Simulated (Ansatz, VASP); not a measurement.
**One calculation of K2S, two programs**

```xyz
3
Lattice="0.0000 3.7676 3.7676 3.7676 0.0000 3.7676 3.7676 3.7676 0.0000" Properties=species:S:1:pos:R:3 pbc="T T T"
K     1.8838    1.8838    1.8838
K     5.6514    5.6514    5.6514
S     0.0000    0.0000    0.0000
```

Alike in both runs: task single point; functional PBE; k mesh 6 × 6 × 6; no spin polarisation.

|  | VASP | Ansatz |
| --- | --- | --- |
| version | VASP 6.6.1 | Ansatz 0.2.0 |
| potentials or method | VASP PAW PBE potentials, release 64 (K_sv, S) | plane waves, PAW |
| plane-wave cutoff (eV) | 500 | 420 |
| occupations | gaussian, width 0.01 eV | fixed |
| valence electrons in the cell | 24 | 24 |

|  | VASP | Ansatz | Ansatz less VASP |
| --- | --- | --- | --- |
| gap on the k mesh at the Fermi level (eV) | 2.25 | 2.25 | +0.002 |
| pressure (GPa) | -0.5 | -0.5 | -0.02 |
